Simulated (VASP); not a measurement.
Input of a VASP 6.6.1 run:

INCAR

```
PREC = Accurate
ENCUT = 520
EDIFF = 1E-7
ISMEAR = 0
SIGMA = 0.1
LREAL = F
LASPH = T
NELM = 150
ALGO = Normal
ISIF = 2
LWAVE = F
LCHARG = F
ISPIN = 2
MAGMOM = 1.8 1.8
LORBIT = 11
LMAXMIX = 4
GGA = PS
NBANDS = 20
```

File KPOINTS:

```
regular mesh
0
Gamma
  24 24 14
```

The input POSCAR:

```
Co
1.0
    2.5301457601      0.0000000000      0.0000000000
   -1.2650728800      2.1911705035      0.0000000000
    0.0000000000      0.0000000000      4.0886815604
Co
2
Direct
    0.3333333333      0.6666666667      0.2500000000
    0.6666666667      0.3333333333      0.7500000000
```

Potentials or basis: VASP PAW PBE potentials, release 64 (Co).

Launch:

```sh
$ cat potpaw_PBE.64/Co/POTCAR > POTCAR
$ mpirun -np 1 vasp_std > vasp.out
```

**Question.** Estimate the site moments.

**Answer.** Co +1.66 μB.

**Question.** Estimate the net moment.

**Answer.** 3.27 μB per cell.

**Question.** Predict the pressure.

**Answer.** -18.0 GPa.

Stress tensor (GPa, compression positive):
```
-17.99   0.00   0.00
  0.00 -17.99   0.00
  0.00   0.00 -18.09
```

Caveat: the cell differs from its parent crystal (equal strain along all axes, cell held: +3.0 %); the cell stands under tension; the PAW data sets were made with another functional, which shifts forces and pressure a little.
